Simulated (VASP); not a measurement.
## Sn: single point with LDA

Sn:

```
CELL_PARAMETERS angstrom
-2.00176 2.00176 1.63831
2.00176 -2.00176 1.63831
2.00176 2.00176 -1.63831
ATOMIC_POSITIONS crystal
Sn 0.00000 0.00000 0.00000
```

This cell differs from its parent crystal: volume scaled by 0.96.

- Program: VASP 6.6.1
- Task: single point
- Functional: LDA
- Potentials or basis: VASP PAW LDA potentials, release 64 (Sn_d)
- Cutoff: 520 eV
- k mesh: 10 × 10 × 10
- Occupations: fermi-dirac, width 0.05 eV
- Spin: no spin polarisation

| Item | Value |
| --- | --- |
| Pressure | -1.3 GPa |
| Band gap on the k mesh | zero (band 7 reaches 15.15 eV, above the bottom of band 8 at 6.08 eV) |

Stress tensor (GPa, compression positive):
```
-1.75  0.00  0.00
 0.00 -1.75  0.00
 0.00  0.00 -0.46
```

Levels at points of the mesh, in eV from the Fermi level:
| k point | band 4 | band 5 | band 6 | band 7 | band 8 | band 9 | band 10 | band 11 |
| --- | --- | --- | --- | --- | --- | --- | --- | --- |
| (0.00, 0.00, 0.00) | -21.36 | -21.22 | -11.32 | 6.98 | 6.98 | 9.68 | 10.61 | 11.79 |
| (0.50, 0.00, 0.00) | -21.19 | -21.17 | -5.80 | -4.29 | 3.17 | 4.44 | 7.50 | 7.65 |
| (0.50, 0.50, 0.00) | -21.27 | -21.18 | -7.37 | -4.83 | 5.97 | 8.00 | 10.80 | 11.27 |
| (0.50, 0.50, 0.50) | -21.19 | -21.16 | -3.31 | -1.61 | -1.61 | 2.59 | 3.17 | 6.35 |

It took 6.2 s on 1 thread of Intel(R) Xeon(R) 6975P-C (Granite Rapids), with other jobs on the host, peak memory 0.15 GiB.

Caveat: spin-orbit coupling is left out, which moves the levels of the heavy elements.
